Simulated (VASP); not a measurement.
Write the native input for VASP 6.6.1 that does the following.

```
Task                   : relaxation of cell and atoms
Functional             : LDA
Potentials or basis    : VASP PAW LDA potentials, release 64 (Ag)
Cutoff                 : 600 eV
k mesh                 : 18 × 18 × 10
Occupations            : fermi-dirac, width 0.1 eV
Spin                   : no spin polarisation
Target pressure        : 1 GPa
Dipole correction      : no
Further INCAR settings : ALGO = Normal; EDIFF = 1e-06; IBRION = 2; EDIFFG = -0.002; NSW = 100; ISIF = 3
```

The structure of Ag lies in POSCAR:

```
Ag
1.0
    2.8277090927      0.0000000000      0.0000000000
   -1.4138545463      2.4488679088      0.0000000000
    0.0000000000      0.0000000000      4.6341114828
Ag
2
Direct
    0.3333333333      0.6666666667      0.2500000000
    0.6666666667      0.3333333333      0.7500000000
```

This isn't the form of Ag at room conditions, which is fcc.

The input as run:

INCAR

```
ALGO = Normal
EDIFF = 1E-6
EDIFFG = -0.002
ENCUT = 600
GGA = CA
IBRION = 2
ISIF = 3
ISMEAR = -1
LASPH = True
LCHARG = False
LREAL = False
LWAVE = False
NELM = 60
NSW = 100
PREC = Accurate
PSTRESS = 10.0
SIGMA = 0.1
```

KPOINTS

```
k-points
0
Gamma
  18 18 10
```

Potentials or basis: VASP PAW LDA potentials, release 64 (Ag).

Launch:

```sh
$ cat potpaw_LDA.64/Ag/POTCAR > POTCAR
$ mpirun -np 1 vasp_std > vasp.out
```

Results of the run:

| Property | Result |
| --- | --- |
| Relaxed volume | 15.95 Å³/atom |
| Relaxed cell | a = 2.822 Å, b = 2.822 Å, c = 4.625 Å, α = 90.00°, β = 90.00°, γ = 120.00° |
| Space group after relaxing (to 0.1 Å) | P6_3/mmc (No. 194) |
| Energy change on relaxing (the run minimises the enthalpy) | +0.3 meV/atom |
| Ionic steps | 5 |
| Pressure after relaxing | 1.0 GPa |
| Band gap on the k mesh | zero (bands 11 and 12 overlap by 7.72 eV) |

Caveat: the cell is relaxed towards a set pressure, so the run minimises the enthalpy, not the energy.

Wall time 2.2 min on 1 thread of AMD EPYC 9R45 96-Core Processor (Zen 5), on a shared host, peak memory 0.21 GiB.
